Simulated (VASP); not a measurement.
Input of a VASP 6.6.1 run:

The input POSCAR:

```
Na3OF
1.0
    4.2580842278      0.0000000000      0.0000000000
    0.0000000000      4.2580842278      0.0000000000
    0.0000000000      0.0000000000      4.2580842278
F O Na
1 1 3
Direct
    0.0000000000      0.0000000000      0.0000000000
    0.5000000000      0.5000000000      0.5000000000
    0.5000000000      0.5000000000      0.0000000000
    0.5000000000      0.0000000000      0.5000000000
    0.0000000000      0.5000000000      0.5000000000
```

File INCAR.step1:

```
ALGO = Normal ; EDIFF = 1E-4
ENCUT = 520 ; GGA = PE
ISMEAR = 0 ; LASPH = True
LCHARG = False ; LREAL = False
LWAVE = True ; NBANDS = 25
NELM = 100 ; PREC = Accurate
SIGMA = 0.01
```

Contents of INCAR.step2:

```
ALGO = Normal ; EDIFF = 1E-7
ENCUT = 520 ; ISIF = 2
ISMEAR = 0 ; ISTART = 1
LASPH = True ; LCHARG = False
LMIXTAU = True ; LREAL = False
LWAVE = False ; METAGGA = R2SCAN
NBANDS = 25 ; NELM = 100
PREC = Accurate ; SIGMA = 0.01
```

KPOINTS

```
k-points
0
Gamma
  6 6 6
```

Potentials or basis: VASP PAW PBE potentials, release 64 (F, O, Na_pv).

Command:

```console
$ cat potpaw_PBE.64/F/POTCAR potpaw_PBE.64/O/POTCAR potpaw_PBE.64/Na_pv/POTCAR > POTCAR
$ cp INCAR.step1 INCAR
$ mpirun -np 1 vasp_std > vasp.out
$ cp INCAR.step2 INCAR
$ mpirun -np 1 vasp_std > vasp.out
```

Task: Estimate the pressure.

Result: 2.9 GPa.

Task: Predict the band gap on the k mesh.

Result: 2.52 eV.

Caveat: the PAW data sets were made with another functional, which shifts forces and pressure a little. A k mesh can miss the band edges.
